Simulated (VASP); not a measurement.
Ga4SnS3: single point with PBE

Ga4SnS3:

```xyz
16
Lattice="3.5670 0.0000 0.0000 -1.7835 3.0891 0.0000 0.0000 0.0000 35.0296" Properties=species:S:1:pos:R:3 pbc="T T T"
Ga    0.0000    0.0000   33.7994
Ga    0.0000    0.0000    1.2301
Ga    1.7835    1.0297    9.4697
Ga    1.7835    1.0297    7.0068
Ga    1.7835    1.0297   13.8593
Ga    0.0000    2.0594   25.5599
Ga    0.0000    2.0594   28.0228
Ga    0.0000    2.0594   21.1703
Sn    0.0000    2.0594   16.2230
Sn    1.7835    1.0297   18.8066
S     1.7835    1.0297   32.6902
S     0.0000    2.0594    2.3394
S     0.0000    0.0000   10.5888
S     0.0000    0.0000    5.8983
S     0.0000    0.0000   24.4408
S     0.0000    0.0000   29.1313
```

```json
{"Program": "VASP 6.6.1", "Task": "single point", "Functional": "PBE", "Potentials or basis": "VASP PAW PBE potentials, release 64 (Ga_d, Sn_d, S)", "Cutoff": "500 eV", "k mesh": "12 × 12 × 1", "Occupations": "gaussian, width 0.1 eV", "Spin": "no spin polarisation"}
```

| Quantity | Value |
| --- | --- |
| Pressure | 0.6 GPa |
| Largest force | 0.007 eV/Å |
| Band gap on the k mesh | zero (bands 84 and 85 overlap by 3.00 eV) |

Forces in eV/Å, atoms in the order of the input:
```
Ga   0.000  0.000  0.005
Ga   0.000  0.000 -0.005
Ga   0.000  0.000 -0.003
Ga   0.000  0.000  0.004
Ga   0.000  0.000 -0.003
Ga   0.000  0.000  0.003
Ga   0.000  0.000 -0.004
Ga   0.000  0.000  0.003
Sn   0.000  0.000  0.003
Sn   0.000  0.000 -0.003
S    0.000  0.000 -0.007
S    0.000  0.000  0.007
S    0.000  0.000  0.007
S    0.000  0.000 -0.006
S    0.000  0.000 -0.007
S    0.000  0.000  0.006
```

Levels at points of the mesh, in eV from the Fermi level:
```tsv
k point	band 81	band 82	band 83	band 84	band 85	band 86	band 87	band 88
(0.00, 0.00, 0.00)	-2.07	-1.42	0.36	0.81	0.81	1.44	1.77	1.82
(0.50, 0.00, 0.00)	-3.00	-2.95	-2.29	-1.12	-0.37	0.48	0.50	0.55
```

It took 51 min on 1 thread of Intel Xeon 8259CL (shared host), peak memory 0.8 GiB.

Caveat: spin-orbit coupling is left out, which moves the levels of the heavy elements; this functional lacks dispersion, which binds the layers, so the pressure and a relaxed spacing across them are unreliable.
